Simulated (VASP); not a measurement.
# VMoS4 (Cmmm) in VASP: a series of runs

VMoS4 is run at these levels: PBE; tasks: single point.

Program: VASP 6.6.1. These are calculated values, not measurements. Logs are shortened: lines on timing, memory, paths and dates and some standing lists are left out, and cuts for length are marked.

## (1) The cell of the first run

It takes space group Cmmm (No. 65, orthorhombic). Conventional cell: a = 5.596 Å, b = 6.701 Å, c = 5.605 Å, α = 90.00°, β = 90.00°, γ = 90.00°. Within 3.5 Å of V (site symmetry mmm) lie 10 S at 2.65 to 2.89 Å. Within 3.5 Å of Mo (site symmetry mmm) lie 10 S at 2.65 to 2.89 Å. S (site symmetry m2m) has 1 S at 1.40 Å within 1.9 Å. Within 1.9 Å of S (site symmetry m2m) lie 1 S at 1.41 Å.

The cell was generated, and may not be a known phase.

## (2) Single point, PBE, collinear spin, ferromagnetic start

The input, INCAR:

```
ALGO = Normal
EDIFF = 1E-6
ENCUT = 520
GGA = PE
ISIF = 2
ISMEAR = 0
ISPIN = 2
LASPH = T
LCHARG = F
LMAXMIX = 4
LORBIT = 11
LREAL = F
LWAVE = F
MAGMOM = 2 1 0 0 0 0
NBANDS = 38
NELM = 150
PREC = Accurate
SIGMA = 0.1
```

The input, KPOINTS:

```
k-points
0
Gamma
  4 4 4
```

The input, POSCAR:

```
VMoS4
1.0
    2.7978806700     -3.3506281400      0.0000000000
    2.7978806700      3.3506281400      0.0000000000
    0.0000000000      0.0000000000      5.6052755400
V Mo S
1 1 4
Direct
    0.0000000000      0.0000000000      0.0000000000
    0.5000000000      0.5000000000      0.5000000000
    0.6047740000      0.3952260000      0.0000000000
    0.1048720000      0.8951280000      0.5000000000
    0.8951280000      0.1048720000      0.5000000000
    0.3952260000      0.6047740000      0.0000000000
```

Potentials or basis: VASP PAW PBE potentials, release 64 (V_sv, Mo_sv, S).

Run with:

```sh
$ cat potpaw_PBE.64/V_sv/POTCAR potpaw_PBE.64/Mo_sv/POTCAR potpaw_PBE.64/S/POTCAR > POTCAR
$ mpirun -np 1 vasp_std > vasp.out
```

OUTCAR:

```text
EDIFF = 1E-6
   ENCUT = 520
   GGA = PE
   ISIF = 2
   ISMEAR = 0
   ISPIN = 2
   LASPH = T
   LORBIT = 11
   LREAL = F
   NELM = 150
   PREC = Accurate

 ion  position               nearest neighbor table
   1  0.000  0.000  0.000-   3 2.65   6 2.65
   2  0.500  0.500  0.500-   4 2.65   5 2.65   4 2.88   5 2.88   4 2.88   5 2.88   3 2.89   6 2.89
                             3 2.89   6 2.89
   3  0.605  0.395  0.000-   6 1.40   1 2.65   2 2.89   2 2.89
   4  0.105  0.895  0.500-   5 1.41   2 2.65   2 2.88   2 2.88
   5  0.895  0.105  0.500-   4 1.41   2 2.65   2 2.88   2 2.88
   6  0.395  0.605  0.000-   3 1.40   1 2.65   2 2.89   2 2.89

  LATTYP: Found a base centered orthorhombic cell.
 ALAT       =     5.5957613400
 B/A-ratio  =     1.1975593441
 C/A-ratio  =     1.0017002512

  Lattice vectors:

 A1 = (   2.7978806700,  -3.3506281400,   0.0000000000)
 A2 = (   2.7978806700,   3.3506281400,   0.0000000000)
 A3 = (   0.0000000000,   0.0000000000,   5.6052755400)

Analysis of symmetry for initial positions (statically):
=====================================================================
 Subroutine PRICEL returns:
 Original cell was already a primitive cell.

 Routine SETGRP: Setting up the symmetry group for a
 base centered orthorhombic supercell.

 Subroutine GETGRP returns: Found  8 space group operations
 (whereof  8 operations were pure point group operations)
 out of a pool of  8 trial point group operations.

The static configuration has the point symmetry D_2h.

Analysis of symmetry for dynamics (positions and initial velocities):
=====================================================================
 Subroutine PRICEL returns:
 Original cell was already a primitive cell.

 Routine SETGRP: Setting up the symmetry group for a
 base centered orthorhombic supercell.

 Subroutine GETGRP returns: Found  8 space group operations
 (whereof  8 operations were pure point group operations)
 out of a pool of  8 trial point group operations.

The dynamic configuration has the point symmetry D_2h.

Analysis of structural, dynamic, and magnetic symmetry:
=====================================================================
 Subroutine PRICEL returns:
 Original cell was already a primitive cell.

 Routine SETGRP: Setting up the symmetry group for a
 base centered orthorhombic supercell.

 Subroutine GETGRP returns: Found  8 space group operations
 (whereof  8 operations were pure point group operations)
 out of a pool of  8 trial point group operations.

The overall configuration has the point symmetry D_2h.

 Subroutine INISYM returns: Found  8 space group operations
 (whereof  8 operations are pure point group operations),
 and found     1 'primitive' translations

----------------------------------------------------------------------------------------

                                     Primitive cell

  volume of cell :     105.0951

  direct lattice vectors                    reciprocal lattice vectors
     2.797880670 -3.350628140  0.000000000     0.178706692 -0.149225751  0.000000000
     2.797880670  3.350628140  0.000000000     0.178706692  0.149225751  0.000000000
     0.000000000  0.000000000  5.605275540     0.000000000  0.000000000  0.178403362

  length of vectors
     4.365185583  4.365185583  5.605275540     0.232818398  0.232818398  0.178403362

  position of ions in fractional coordinates (direct lattice)
     0.000000000  0.000000000  0.000000000
     0.500000000  0.500000000  0.500000000
     0.604774000  0.395226000  0.000000000
     0.104872000  0.895128000  0.500000000
     0.895128000  0.104872000  0.500000000
     0.395226000  0.604774000  0.000000000

  ion indices of the primitive-cell ions
   primitive index   ion index
                 1           1
                 2           2
                 3           3
                 4           4
                 5           5
                 6           6

----------------------------------------------------------------------------------------

 KPOINTS: k-points

Automatic generation of k-mesh.
 Grid dimensions read from file:
 generate k-points for:    4    4    4

 Generating k-lattice:

  Cartesian coordinates                     Fractional coordinates (reciprocal lattice)
     0.044676673 -0.037306438  0.000000000     0.250000000 -0.000000000  0.000000000
     0.044676673  0.037306438  0.000000000    -0.000000000  0.250000000  0.000000000
     0.000000000  0.000000000  0.044600840     0.000000000  0.000000000  0.250000000

  Length of vectors
     0.058204600  0.058204600  0.044600840

  Shift w.r.t. Gamma in fractional coordinates (k-lattice)
     0.000000000  0.000000000  0.000000000

 Subroutine IBZKPT returns following result:
 ===========================================

 Found     21 irreducible k-points:

 Following reciprocal coordinates:
            Coordinates               Weight
  0.000000  0.000000  0.000000      1.000000
  0.250000  0.000000  0.000000      4.000000
  0.500000  0.000000  0.000000      2.000000
  0.250000  0.250000  0.000000      2.000000
  0.500000  0.250000  0.000000      4.000000
 -0.250000  0.250000  0.000000      2.000000
[... 13 lines left out ...]
 -0.250000  0.250000  0.500000      2.000000
  0.500000  0.500000  0.500000      1.000000
   k-points           NKPTS =     21   k-points in BZ     NKDIM =     21   number of bands    NBANDS=     38
   number of dos      NEDOS =    301   number of ions     NIONS =      6
   total plane-waves  NPLWV =  43008
   dimension x,y,z NGX =    32 NGY =   32 NGZ =   42
   dimension x,y,z NGXF=    64 NGYF=   64 NGZF=   84
   ions per type =               1   1   4
   NGX,Y,Z   is equivalent  to a cutoff of  12.19, 12.19, 12.46 a.u.
   NGXF,Y,Z  is equivalent  to a cutoff of  24.37, 24.37, 24.91 a.u.
 SYSTEM =  unknown system
   PREC   = accura    normal or accurate (medium, high low for compatibility)
   ISTART =      0    job   : 0-new  1-cont  2-samecut
   ICHARG =      2    charge: 1-file 2-atom 10-const
   ISPIN  =      2    spin polarized calculation?
   LNONCOLLINEAR =      F non collinear calculations
   LSORBIT =      F    spin-orbit coupling
   LASPH  =      T    aspherical Exc in radial PAW
   ENCUT  =  520.0 eV  38.22 Ry    6.18 a.u.   8.12  8.12 10.42*2*pi/ulx,y,z
   NELM   =    150;   NELMIN=  2; NELMDL= -5     # of ELM steps
   EDIFF  = 0.1E-05   stopping-criterion for ELM
   LREAL  =      F    real-space projection
   EDIFFG = 0.1E-04   stopping-criterion for IOM
   NSW    =      0    number of steps for IOM
   IBRION =     -1    ionic relax: 0-MD 1-quasi-New 2-CG
   NFREE  =      0    steps in history (QN), initial steepest desc. (CG)
   ISIF   =      2    stress and relaxation
   ISYM   =      2    0-nonsym 1-usesym 2-fastsym
   POTIM  = 0.5000    time-step for ionic-motion
   TEBEG  =    0.0;   TEEND  =   0.0 temperature during run
   PSTRESS=    0.0 pullay stress
   NELECT =      51.0000    total number of electrons
   NUPDOWN=      -1.0000    fix difference up-down
   EMIN   =  10.00;   EMAX   =-10.00  energy-range for DOS
   EFERMI =   0.00;   METHOD = LEGACY
   ISMEAR =     0;   SIGMA  =   0.10  broadening in eV -4-tet -1-fermi 0-gaus
   EFERMI_NEDOS =   21; number of points for ismear=-14 and -15
   IALGO  =     38    algorithm
   IMIX   =      4    mixing-type and parameters
     AMIX     =   0.40;   BMIX     =  1.00
     AMIX_MAG =   1.60;   BMIX_MAG =  1.00
  volume/ion in A,a.u.               =      17.52       118.20
  Fermi-wavevector in a.u.,A,eV,Ry     =   1.286483  2.431101 22.518171  1.655039
  Thomas-Fermi vector in A             =   2.418555
   LORBIT       =     11    0 simple, 1 ext, 2 COOP (PROOUT), +10 PAW based schemes
   GGA     = PE    functional components
   LHFCALC =     F    Hartree Fock is set to
   AEXX    =    0.0000 exact exchange contribution
   IVDW    =     0    specifies the selected vdW correction
   LEPSILON=     F    determine dielectric tensor
   LRPA    =     F    only Hartree local field effects (RPA)
 spin polarized calculation
 Gauss-broadening in eV      SIGMA  =   0.10
  energy-cutoff  :      520.00
  volume of cell :      105.10
 maximum number of plane-waves:      2840
   NGX = 17   NGY = 17   NGZ = 21

 number of electron      50.9999999 magnetization       0.4289716

 number of electron      50.9999995 magnetization      -2.5038604

 Free energy of the ion-electron system (eV)
  ---------------------------------------------------
  ext. energy  EPLUGINS =         0.00000000
  ---------------------------------------------------
  free energy    TOTEN  =        -8.57568204 eV

  energy without entropy =       -8.54653168  energy(sigma->0) =       -8.56110686

 E-fermi :   8.4525     XC(G=0): -10.7174

 val. band max:        8.4474596977   @ k =   0.2500   0.0000   0.0000
 cond. band min:       8.4655286312   @ k =   0.2500   0.2500   0.0000
 fundamental gap:      0.0180689335
 Fermi energy:         8.4524611938

 spin component 1

 k-point     1 :       0.0000    0.0000    0.0000
  band No.  band energies     occupation
      1     -55.8672      1.00000
      2     -51.9097      1.00000
      3     -29.9330      1.00000
      4     -29.7814      1.00000
      5     -29.5993      1.00000
      6     -26.0473      1.00000
[... 29 lines left out ...]
     36      12.7512      0.00000
     37      13.6844      0.00000

 k-point     2 :       0.2500    0.0000    0.0000
  band No.  band energies     occupation
      1     -55.8671      1.00000
      2     -51.9096      1.00000
      3     -29.9338      1.00000
      4     -29.7813      1.00000
      5     -29.6000      1.00000
      6     -26.0500      1.00000
[... 29 lines left out ...]
     36      13.7589      0.00000
     37      14.1862      0.00000
[... 718 lines left out ...]
     36      12.7303      0.00000
     37      13.2390      0.00000

 k-point    21 :       0.5000    0.5000    0.5000
  band No.  band energies     occupation
      1     -55.8670      1.00000
      2     -51.9093      1.00000
      3     -29.9359      1.00000
      4     -29.7815      1.00000
      5     -29.6011      1.00000
      6     -26.0572      1.00000
[... 29 lines left out ...]
     36      12.1204      0.00000
     37      12.7870      0.00000
 Fermi energy:         8.4524611938

 spin component 2

 k-point     1 :       0.0000    0.0000    0.0000
  band No.  band energies     occupation
      1     -55.9579      1.00000
      2     -53.3879      1.00000
      3     -29.9273      1.00000
      4     -29.9267      1.00000
      5     -29.7292      1.00000
      6     -27.6320      1.00000
[... 29 lines left out ...]
     36      12.1270      0.00000
     37      13.3703      0.00000

 k-point     2 :       0.2500    0.0000    0.0000
  band No.  band energies     occupation
      1     -55.9578      1.00000
      2     -53.3878      1.00000
      3     -29.9286      1.00000
      4     -29.9269      1.00000
      5     -29.7291      1.00000
      6     -27.6344      1.00000
[... 29 lines left out ...]
     36      13.5074      0.00000
     37      14.0909      0.00000
[... 718 lines left out ...]
     36      12.2679      0.00000
     37      13.3679      0.00000

 k-point    21 :       0.5000    0.5000    0.5000
  band No.  band energies     occupation
      1     -55.9578      1.00000
      2     -53.3875      1.00000
      3     -29.9297      1.00000
      4     -29.9290      1.00000
      5     -29.7293      1.00000
      6     -27.6408      1.00000
[... 29 lines left out ...]
     36      11.8544      0.00000
     37      12.5020      0.00000
 [bands above 37 left out]

------------------------ aborting loop because EDIFF is reached ----------------------------------------

  FORCE on cell =-STRESS in cart. coord.  units (eV):
  Direction    XX          YY          ZZ          XY          YZ          ZX
  --------------------------------------------------------------------------------------
  -------------------------------------------------------------------------------------
  Total       -6.0274631    160.5191969     -6.4472817      0.0000000      0.0000000      0.0000000
  in kB      -91.8888385   2447.1195097    -98.2889850      0.0000000      0.0000000      0.0000000
  external PRESSURE =     752.3138954 kB  Pullay stress =       0.0000000 kB

 VOLUME and BASIS-vectors are now :
 -----------------------------------------------------------------------------
  energy-cutoff  :      520.00
  volume of cell :      105.10
      direct lattice vectors                 reciprocal lattice vectors
     2.797880670 -3.350628140  0.000000000     0.178706692 -0.149225751  0.000000000
     2.797880670  3.350628140  0.000000000     0.178706692  0.149225751  0.000000000
     0.000000000  0.000000000  5.605275540     0.000000000  0.000000000  0.178403362

 POSITION                                       TOTAL-FORCE (eV/Angst)
 -----------------------------------------------------------------------------------
      0.00000      0.00000      0.00000         0.000000     -0.000000     -0.000000
      2.79788      0.00000      2.80264         0.000000     -0.000000     -0.000000
      2.79788     -0.70212      0.00000         0.000000    -57.939174     -0.000000
      2.79788      2.64785      2.80264         0.000000    -57.552334      0.000000
      2.79788     -2.64785      2.80264         0.000000     57.552334     -0.000000
      2.79788      0.70212      0.00000         0.000000     57.939174     -0.000000
 -----------------------------------------------------------------------------------
    total drift:                                0.000000      0.000000     -0.000000

  FREE ENERGIE OF THE ION-ELECTRON SYSTEM (eV)
  ---------------------------------------------------
  free  energy   TOTEN  =        -8.5756820418 eV

  energy  without entropy=       -8.5465316827  energy(sigma->0) =       -8.56110686

 total charge

# of ion       s       p       d       tot
------------------------------------------
    1        2.142   6.032   3.144  11.319
    2        2.172   6.025   4.015  12.213
    3        1.428   2.821   0.000   4.248
    4        1.429   2.815   0.000   4.244
    5        1.429   2.815   0.000   4.244
    6        1.428   2.821   0.000   4.248
--------------------------------------------------
tot         10.029  23.328   7.159  40.516

 magnetization (x)

# of ion       s       p       d       tot
------------------------------------------
    1       -0.011  -0.005  -0.086  -0.103
    2       -0.052  -0.024  -2.237  -2.313
    3       -0.002   0.067   0.000   0.066
    4       -0.011   0.058   0.000   0.047
    5       -0.011   0.058   0.000   0.047
    6       -0.002   0.067   0.000   0.066
--------------------------------------------------
tot         -0.089   0.223  -2.324  -2.190
```

Run time: 4.1 min. Hardware: 1 thread of Intel Xeon 6975P-C (Granite Rapids), shared host; peak memory 0.32 GiB.

Results:

```yaml
Free_energy: -8.5757 eV
Pressure: 75.2 GPa
Largest_force: 57.939 eV/Å
Net_moment: -2.50 μB per cell
Site_moments: V -0.10; Mo -2.31; S +0.07, +0.05 (each value once) μB
Valence_electrons_inside_the_program's_atomic_spheres: V 11.32; Mo 12.21; S 4.25, 4.24 (each value once)
```

Forces in eV/Å, atoms in the order of the input:
```
V     0.000   0.000   0.000
Mo    0.000   0.000   0.000
S     0.000 -57.939   0.000
S     0.000 -57.552   0.000
S     0.000  57.552   0.000
S     0.000  57.939   0.000
```

Caveat: the k points lie up to 0.37 Å⁻¹ apart; atoms lie so close that the PAW spheres overlap strongly, which falsifies energies and pressures; forces of over 1 eV/Å act on the atoms, so gaps and moduli don't describe the material at rest.

## (3) Single point, PBE, collinear spin, ferromagnetic start

This run uses another cell than the first one, of 18.40 Å³/atom.

The input, INCAR:

```
SYSTEM = VMoS4
ALGO = Normal
EDIFF = 1E-6
ENCUT = 520
GGA = PE
ISIF = 2
ISMEAR = 0
ISPIN = 2
LASPH = .True.
LCHARG = .True.
LELF = .True.
LMAXMIX = 4
LORBIT = 11
LREAL = .False.
LVHAR = .True.
LWAVE = .False.
MAGMOM = 2 1 0 0 0 0
NBANDS = 38
NELM = 150
PREC = Accurate
SIGMA = 0.1
```

The input, KPOINTS:

```
k-points
0
Gamma
  4 4 4
  0 0 0
```

The input, POSCAR:

```
VMoS4
1.0
    2.0669390945     -6.4578312540      0.0000000000
    2.0669390945      6.4578312540      0.0000000000
    0.0000000000      0.0000000000      4.1345577910
V Mo S
1 1 4
Direct
    0.0000000000      0.0000000000      0.0000000000
    0.5000000000      0.5000000000      0.5000000000
    0.6114599446      0.3885400554      0.0000000000
    0.1114878452      0.8885121548      0.5000000000
    0.8885121548      0.1114878452      0.5000000000
    0.3885400554      0.6114599446      0.0000000000
```

Potentials or basis: VASP PAW PBE potentials, release 64 (V_sv, Mo_sv, S).

Run with:

```sh
$ cat potpaw_PBE.64/V_sv/POTCAR potpaw_PBE.64/Mo_sv/POTCAR potpaw_PBE.64/S/POTCAR > POTCAR
$ mpirun -np 1 vasp_std > vasp.out
```

Wall time 3.9 min (1 thread of Intel Xeon 6975P-C (Granite Rapids), shared host); peak memory 0.41 GiB.

It converged, with:

* Free energy: -39.4954 eV
* Pressure: 0.0 GPa
* Largest force: 0.007 eV/Å
* Net moment: -0.13 μB per cell
* Site moments: V -0.61; Mo +0.38; S +0.02 μB
* Valence electrons inside the program's atomic spheres: V 11.47; Mo 12.39; S 3.66

Forces on the atoms (eV/Å):
```
V    0.000  0.000  0.000
Mo   0.000  0.000  0.000
S    0.000  0.007  0.000
S    0.000  0.006  0.000
S    0.000 -0.006  0.000
S    0.000 -0.007  0.000
```

Stress tensor (GPa, compression positive):
```
-0.10  0.00  0.00
 0.00  0.17  0.00
 0.00  0.00 -0.11
```

Levels at points of the mesh, in eV from the Fermi level:
Spin up:
```csv
k point,band 21,band 22,band 23,band 24,band 25,band 26,band 27,band 28,band 29,band 30
"(0.00, 0.00, 0.00)",-1.69,-1.11,-0.47,-0.08,-0.08,0.25,0.66,1.34,2.51,2.65
"(0.50, 0.00, 0.00)",-2.22,-2.19,-2.04,-1.58,-0.63,0.55,0.69,0.93,1.98,2.23
"(0.50, 0.50, 0.00)",-1.67,-1.67,-0.25,-0.14,-0.14,0.25,0.96,1.34,2.51,2.65
"(0.00, 0.00, 0.50)",-2.28,-2.21,-1.69,-1.24,-0.60,0.58,0.74,0.95,2.10,2.30
"(0.50, 0.00, 0.50)",-2.24,-1.72,-1.65,-1.24,0.64,0.64,1.10,1.36,2.36,2.64
"(0.50, 0.50, 0.50)",-2.43,-2.30,-2.16,-1.83,-0.66,0.53,0.65,0.90,1.95,2.20
```
Spin down:
| k point | band 24 | band 25 | band 26 | band 27 | band 28 | band 29 |
| --- | --- | --- | --- | --- | --- | --- |
| (0.00, 0.00, 0.00) | -0.06 | -0.06 | 0.01 | 0.29 | 1.09 | 2.38 |
| (0.50, 0.00, 0.00) | -1.64 | -0.25 | -0.23 | 0.51 | 0.92 | 1.70 |
| (0.50, 0.50, 0.00) | -0.12 | -0.12 | 0.29 | 0.50 | 1.09 | 2.38 |
| (0.00, 0.00, 0.50) | -1.32 | -0.24 | -0.20 | 0.54 | 0.97 | 1.80 |
| (0.50, 0.00, 0.50) | -1.56 | 0.49 | 0.49 | 1.10 | 1.42 | 2.15 |
| (0.50, 0.50, 0.50) | -1.87 | -0.27 | -0.27 | 0.48 | 0.88 | 1.70 |

Caveat: the k points lie up to 0.40 Å⁻¹ apart.
